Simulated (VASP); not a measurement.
A run of VASP 6.6.1 is set up as follows.

The input INCAR:

```
SYSTEM = TiAl3
PREC = Accurate
ENCUT = 500
EDIFF = 1E-6
ISMEAR = 0
SIGMA = 0.15
LREAL = .FALSE.
LASPH = .TRUE.
NELM = 120
ALGO = Normal
ISIF = 2
LWAVE = .FALSE.
LCHARG = .FALSE.
GGA = PS
NBANDS = 18
GGA_COMPAT = .FALSE.
```

KPOINTS

```
Automatic mesh
0
G
  18 10 10
  0 0 0
```

POSCAR

```
TiAl3
1.0
    2.7813912058      0.0000000000      0.0000000000
    0.0000000000      4.6710700323      0.0000000000
    0.0000000000      0.0000000000      4.8934030395
Ti Al
1 3
Direct
    0.0000000000      0.5000000000      0.1631682049
    0.5000000000      0.5000000000      0.6640465240
    0.5000000000      0.0000000000      0.3331101826
   -0.0152536640     -0.0090828026      0.8396740885
```

Potentials or basis: VASP PAW PBE potentials, release 64 (Ti_sv, Al).

The run is started by

```sh
$ cat potpaw_PBE.64/Ti_sv/POTCAR potpaw_PBE.64/Al/POTCAR > POTCAR
$ mpirun -np 1 vasp_std > vasp.out
```

(1) What does it give for the band gap on the k mesh?

(2) Estimate the largest force.

(3) What does it give for the pressure?

Results:

(1) zero (an odd number of electrons rules out a gap without spin polarisation).

(2) 0.246 eV/Å.

(3) 0.1 GPa.

Caveat: the cell differs from its parent crystal (atom 4 (Al) moved -0.060 Å along Cartesian [1 1 0]); the PAW data sets were made with another functional, which shifts forces and pressure a little.
